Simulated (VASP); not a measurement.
Set up this calculation in VASP 6.6.1, as the native input.

```
Task                   : single point
Functional             : LDA
Potentials or basis    : VASP PAW LDA potentials, release 64 (Au, Ag)
Cutoff                 : 520 eV
k mesh                 : 6 × 6 × 6
Occupations            : methfessel-paxton, width 0.1 eV
Spin                   : no spin polarisation
Dipole correction      : no
Further INCAR settings : ALGO = Normal; EDIFF = 1e-07; NBANDS = 30
```

The structure of Ag3Au lies in POSCAR:

```
Ag3Au
1.0
    4.0102634444      0.0000000000      0.0000000000
    0.0000000000      4.0102634444      0.0000000000
    0.0000000000      0.0000000000      4.0102634444
Au Ag
1 3
Direct
    0.0000000000      0.0000000000      0.0000000000
    0.0000000000      0.5000000000      0.5000000000
    0.5000000000      0.0000000000      0.5000000000
    0.5000000000      0.5000000000      0.0000000000
```

One way to write it, as run:

INCAR

```
SYSTEM = Ag3Au
PREC     = Accurate       ! precision mode
ENCUT    = 520            ! plane-wave cutoff, eV
EDIFF    = 1E-7           ! SCF threshold, eV
ISMEAR   = 1              ! smearing method
SIGMA    = 0.1            ! smearing width, eV
LREAL    = .FALSE.        ! projectors in reciprocal space
LASPH    = .TRUE.         ! aspherical terms in the spheres
NELM     = 80             ! most SCF steps
ALGO     = Normal         ! electronic algorithm
ISIF     = 2              ! what is computed and relaxed
LWAVE    = .FALSE.        ! write WAVECAR
LCHARG   = .FALSE.        ! write CHGCAR
NBANDS   = 30             ! bands
```

KPOINTS

```
regular mesh
0
G
  6 6 6
  0 0 0
```

Potentials or basis: VASP PAW LDA potentials, release 64 (Au, Ag).

Command:

```bash
$ cat potpaw_LDA.64/Au/POTCAR potpaw_LDA.64/Ag/POTCAR > POTCAR
$ mpirun -np 1 vasp_std > vasp.out
```

It gave:

The pressure is 0.2 GPa and the band gap on the k mesh is zero (band 22 reaches 10.60 eV, above the bottom of band 23 at 8.50 eV).

Caveat: spin-orbit coupling is left out, which moves the levels of the heavy elements.

It took 31 s on 1 thread of Intel(R) Xeon(R) Platinum 8259CL CPU @ 2.50GHz (Skylake/Cascade Lake) (shared host), peak memory 0.16 GiB.
